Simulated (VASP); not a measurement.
# Si3N4 (Fd-3m) in VASP: relaxation of cell and atoms with PBE

Aim: the relaxation of cell and atoms of Si3N4 with PBE.

Everything below comes from runs of VASP 6.6.1. Logs are shortened: lines on timing, memory, paths and dates and some standing lists are left out, and cuts for length are marked.

## (1) The cell of the first run

Symmetry: Fd-3m, No. 227, cubic system. Conventional cell: a = 7.676 Å, b = 7.676 Å, c = 7.676 Å, α = 90.00°, β = 90.00°, γ = 90.00°. Within 2.5 Å of Si (site symmetry -3m) lie 6 N at 1.86 Å. Si (site symmetry -43m) has 4 N at 1.76 Å within 2.3 Å. Within 2.3 Å of N (site symmetry 3m) lie 4 Si at 1.76 to 1.86 Å.

## (2) Relaxation of cell and atoms, PBE

File INCAR:

```
ALGO = Normal
EDIFF = 1E-6
EDIFFG = -0.002
ENCUT = 600
GGA = PE
IBRION = 2
ISIF = 3
ISMEAR = 0
LASPH = T
LCHARG = F
LREAL = F
LWAVE = F
NELM = 80
NSW = 80
PREC = Accurate
SIGMA = 0.01
```

File KPOINTS:

```
k-points
0
Gamma
  6 6 6
```

File POSCAR:

```
Si3N4
1.0
    0.0000000000      3.8382500000      3.8382500000
    3.8382500000      0.0000000000      3.8382500000
    3.8382500000      3.8382500000      0.0000000000
Si N
6 8
Direct
    0.6250000000      0.6250000000      0.6250000000
    0.1250000000      0.6250000000      0.6250000000
    0.6250000000      0.6250000000      0.1250000000
    0.6250000000      0.1250000000      0.6250000000
    0.0000000000      0.0000000000      0.0000000000
    0.2500000000      0.2500000000      0.2500000000
    0.3824000000      0.3824000000      0.3824000000
    0.3972000000      0.8676000000      0.8676000000
    0.3824000000      0.3824000000      0.8528000000
    0.8676000000      0.3972000000      0.8676000000
    0.8528000000      0.3824000000      0.3824000000
    0.8676000000      0.8676000000      0.8676000000
    0.3824000000      0.8528000000      0.3824000000
    0.8676000000      0.8676000000      0.3972000000
```

Potentials or basis: VASP PAW PBE potentials, release 64 (Si, N).

Launch:

```sh
cat potpaw_PBE.64/Si/POTCAR potpaw_PBE.64/N/POTCAR > POTCAR
mpirun -np 1 vasp_std > vasp.out
```

OUTCAR:

```text
EDIFF = 1E-6
   EDIFFG = -0.002
   ENCUT = 600
   GGA = PE
   IBRION = 2
   ISIF = 3
   ISMEAR = 0
   LASPH = T
   LREAL = F
   NELM = 80
   NSW = 80
   PREC = Accurate

 ion  position               nearest neighbor table
   1  0.625  0.625  0.625-   8 1.86  10 1.86  11 1.86  13 1.86   9 1.86  14 1.86   2 2.71   3 2.71
                             4 2.71   3 2.71   4 2.71   2 2.71
   2  0.125  0.625  0.625-   9 1.86  14 1.86  13 1.86  10 1.86   7 1.86  12 1.86   1 2.71   3 2.71
                             4 2.71   1 2.71   3 2.71   4 2.71
   3  0.625  0.625  0.125-   8 1.86  10 1.86  11 1.86  13 1.86  12 1.86   7 1.86   1 2.71   1 2.71
                             2 2.71   4 2.71   4 2.71   2 2.71
   4  0.625  0.125  0.625-   9 1.86  14 1.86  11 1.86   8 1.86  12 1.86   7 1.86   1 2.71   3 2.71
                             1 2.71   2 2.71   3 2.71   2 2.71
   5  0.000  0.000  0.000-  12 1.76  10 1.76   8 1.76  14 1.76
   6  0.250  0.250  0.250-   7 1.76   9 1.76  11 1.76  13 1.76
   7  0.382  0.382  0.382-   6 1.76   4 1.86   2 1.86   3 1.86
   8  0.397  0.868  0.868-   5 1.76   3 1.86   4 1.86   1 1.86
   9  0.382  0.382  0.853-   6 1.76   4 1.86   2 1.86   1 1.86
  10  0.868  0.397  0.868-   5 1.76   3 1.86   2 1.86   1 1.86
  11  0.853  0.382  0.382-   6 1.76   3 1.86   4 1.86   1 1.86
  12  0.868  0.868  0.868-   5 1.76   4 1.86   2 1.86   3 1.86
  13  0.382  0.853  0.382-   6 1.76   3 1.86   2 1.86   1 1.86
  14  0.868  0.868  0.397-   5 1.76   4 1.86   2 1.86   1 1.86

  LATTYP: Found a face centered cubic cell.
 ALAT       =     7.6765000000

  Lattice vectors:

 A1 = (   0.0000000000,   3.8382500000,   3.8382500000)
 A2 = (   3.8382500000,   0.0000000000,   3.8382500000)
 A3 = (   3.8382500000,   3.8382500000,   0.0000000000)

Analysis of symmetry for initial positions (statically):
=====================================================================
 Subroutine PRICEL returns:
 Original cell was already a primitive cell.

 Routine SETGRP: Setting up the symmetry group for a
 face centered cubic supercell.

 Subroutine GETGRP returns: Found 48 space group operations
 (whereof 24 operations were pure point group operations)
 out of a pool of 48 trial point group operations.

The static configuration has the point symmetry T_d .
 The point group associated with its full space group is O_h .

Analysis of symmetry for dynamics (positions and initial velocities):
=====================================================================
 Subroutine PRICEL returns:
 Original cell was already a primitive cell.

 Routine SETGRP: Setting up the symmetry group for a
 face centered cubic supercell.

 Subroutine GETGRP returns: Found 48 space group operations
 (whereof 24 operations were pure point group operations)
 out of a pool of 48 trial point group operations.

The dynamic configuration has the point symmetry T_d .
[... 124 lines left out ...]
   TEBEG  =    0.0;   TEEND  =   0.0 temperature during run
   PSTRESS=    0.0 pullay stress
   NELECT =      64.0000    total number of electrons
   NUPDOWN=      -1.0000    fix difference up-down
   EMIN   =  10.00;   EMAX   =-10.00  energy-range for DOS
   EFERMI =   0.00;   METHOD = LEGACY
   ISMEAR =     0;   SIGMA  =   0.01  broadening in eV -4-tet -1-fermi 0-gaus
   EFERMI_NEDOS =   21; number of points for ismear=-14 and -15
   IALGO  =     38    algorithm
   IMIX   =      4    mixing-type and parameters
     AMIX     =   0.40;   BMIX     =  1.00
     AMIX_MAG =   1.60;   BMIX_MAG =  1.00
  volume/ion in A,a.u.               =       8.08        54.51
  Fermi-wavevector in a.u.,A,eV,Ry     =   1.354123  2.558922 24.948324  1.833650
  Thomas-Fermi vector in A             =   2.481321
   LORBIT       =      0    0 simple, 1 ext, 2 COOP (PROOUT), +10 PAW based schemes
   GGA     = PE    functional components
   LHFCALC =     F    Hartree Fock is set to
   AEXX    =    0.0000 exact exchange contribution
   IVDW    =     0    specifies the selected vdW correction
   LEPSILON=     F    determine dielectric tensor
   LRPA    =     F    only Hartree local field effects (RPA)
 conjugate gradient relaxation of ions
 non-spin polarized calculation
 Gauss-broadening in eV      SIGMA  =   0.01
  energy-cutoff  :      600.00
  volume of cell :      113.09
 maximum number of plane-waves:      3812
 NGX is ok and might be reduce to    48
   NGX = 21   NGY = 21   NGZ = 21

--------------------------------------- Ionic step        1  -------------------------------------------

 number of electron      64.0000003 magnetization

 Free energy of the ion-electron system (eV)
  ---------------------------------------------------
  ext. energy  EPLUGINS =         0.00000000
  ---------------------------------------------------
  free energy    TOTEN  =      -112.28315692 eV

  energy without entropy =     -112.28315692  energy(sigma->0) =     -112.28315692

------------------------ aborting loop because EDIFF is reached ----------------------------------------

  FORCE on cell =-STRESS in cart. coord.  units (eV):
  Direction    XX          YY          ZZ          XY          YZ          ZX
  --------------------------------------------------------------------------------------
  -------------------------------------------------------------------------------------
  Total        9.7473191      9.7473191      9.7473191      0.0000000      0.0000000     -0.0000000
  in kB      138.0911971    138.0911971    138.0911971      0.0000000      0.0000000     -0.0000000
  external PRESSURE =     138.0911971 kB  Pullay stress =       0.0000000 kB
[... 125 lines left out ...]
  FREE ENERGIE OF THE ION-ELECTRON SYSTEM (eV)
  ---------------------------------------------------
  free  energy   TOTEN  =      -112.4860019306 eV

  energy  without entropy=     -112.4860019306  energy(sigma->0) =     -112.48600193

[... ionic steps 4 to 8 ...]

--------------------------------------- Ionic step        9  -------------------------------------------

 number of electron      63.9999997 magnetization

------------------------ aborting loop because EDIFF is reached ----------------------------------------
[... 91 lines left out ...]
--------------------------------------- Ionic step       11  -------------------------------------------

 number of electron      63.9999997 magnetization

 Free energy of the ion-electron system (eV)
  ---------------------------------------------------
  ext. energy  EPLUGINS =         0.00000000
  ---------------------------------------------------
  free energy    TOTEN  =      -112.48802750 eV

  energy without entropy =     -112.48802750  energy(sigma->0) =     -112.48802750

 E-fermi :   9.1793     XC(G=0): -12.2205

 val. band max:        9.1025412593   @ k =  -0.1667   0.1667   0.0000
 cond. band min:      12.4370917108   @ k =   0.0000   0.0000   0.0000
 fundamental gap:      3.3345504515
 Fermi energy:         9.1792709740

 k-point     1 :       0.0000    0.0000    0.0000
  band No.  band energies     occupation
      1      -9.6642      2.00000
      2      -6.3912      2.00000
      3      -5.4704      2.00000
      4      -5.4704      2.00000
      5      -5.4704      2.00000
      6      -4.5083      2.00000
[... 718 lines left out ...]
  FREE ENERGIE OF THE ION-ELECTRON SYSTEM (eV)
  ---------------------------------------------------
  free  energy   TOTEN  =      -112.4880275035 eV

  energy  without entropy=     -112.4880275035  energy(sigma->0) =     -112.48802750

 reached required accuracy - stopping structural energy minimisation
```

OSZICAR:

```text
N       E                     dE             d eps       ncg     rms          rms(c)
DAV:   1     0.323550511553E+03    0.32355E+03   -0.36424E+04  1280   0.171E+03
DAV:   2    -0.104901320891E+03   -0.42845E+03   -0.41283E+03  1672   0.346E+02
DAV:   3    -0.125513058772E+03   -0.20612E+02   -0.20481E+02  1536   0.876E+01
[... 71 lines left out ...]
DAV:   2    -0.112488026776E+03   -0.71548E-07   -0.10936E-07   728   0.336E-03
  10 F= -.11248803E+03 E0= -.11248803E+03  d E =-.806999E-05
       N       E                     dE             d eps       ncg     rms          rms(c)
DAV:   1    -0.112488027316E+03   -0.61124E-06   -0.40539E-04  1320   0.113E-01    0.668E-03
DAV:   2    -0.112488027503E+03   -0.18746E-06   -0.84473E-06  1504   0.158E-02
  11 F= -.11248803E+03 E0= -.11248803E+03  d E =-.727156E-06
```

Run time: 4.5 min. Hardware: 1 thread of Intel Xeon 6975P-C (Granite Rapids), shared host; peak memory 0.35 GiB.

What came out:

- Free energy: -112.4880 eV
- Relaxed volume: 8.43 Å³/atom
- Relaxed cell: a = 5.506 Å, b = 5.506 Å, c = 5.506 Å, α = 60.00°, β = 60.00°, γ = 60.00°
- Space group after relaxing (to 0.1 Å): Fd-3m (No. 227)
- Energy gained by relaxing: 14.6 meV/atom
- Ionic steps: 11
- Pressure after relaxing: 0.0 GPa
- Band gap on the k mesh: 3.33 eV (least direct gap 3.38 eV)

The path:
| step | energy change (eV) | largest force (eV/Å) | pressure (GPa) | volume (Å³) |
| --- | --- | --- | --- | --- |
| 1 | 0.0000 | 0.1280 | 13.81 | 113.09 |
| 2 | 0.1452 | 0.4600 | -15.02 | 124.87 |
| 3 | -0.2028 | 0.1513 | -0.06 | 118.01 |
| 4 | -0.2029 | 0.1462 | 0.19 | 117.91 |
| 5 | -0.2034 | 0.1298 | 0.00 | 118.08 |
| 6 | -0.2049 | 0.0009 | 0.09 | 118.00 |
| 7 | -0.2049 | 0.0040 | 0.09 | 118.00 |
| 8 | -0.2049 | 0.0014 | -0.08 | 118.07 |
| 9 | -0.2049 | 0.0030 | -0.01 | 118.04 |
| 10 | -0.2049 | 0.0031 | 0.00 | 118.03 |
| 11 | -0.2049 | 0.0014 | 0.00 | 118.03 |

Final structure:
```
Si N
1.0
     0.00000    3.89336    3.89336
     3.89336    0.00000    3.89336
     3.89336    3.89336    0.00000
Si N
6 8
Direct
  0.62500 0.62500 0.62500
  0.12500 0.62500 0.62500
  0.62500 0.62500 0.12500
  0.62500 0.12500 0.62500
  0.00000 0.00000 0.00000
  0.25000 0.25000 0.25000
  0.38244 0.38244 0.38244
  0.39732 0.86756 0.86756
  0.38244 0.38244 0.85268
  0.86756 0.39732 0.86756
  0.85268 0.38244 0.38244
  0.86756 0.86756 0.86756
  0.38244 0.85268 0.38244
  0.86756 0.86756 0.39732
```

Levels at points of the mesh, in eV from the valence-band top:
```csv
k point,band 28,band 29,band 30,band 31,band 32,band 33,band 34,band 35,band 36,band 37
"(0.00, 0.00, 0.00)",-0.16,-0.16,-0.04,-0.04,-0.04,3.33,3.33,3.33,4.88,5.97
"(0.50, 0.00, 0.00)",-0.80,-0.47,-0.47,-0.34,-0.34,4.92,5.76,5.76,6.23,6.75
"(0.50, 0.50, 0.00)",-1.66,-1.10,-1.10,-0.43,-0.43,6.62,6.62,6.94,6.94,7.73
```
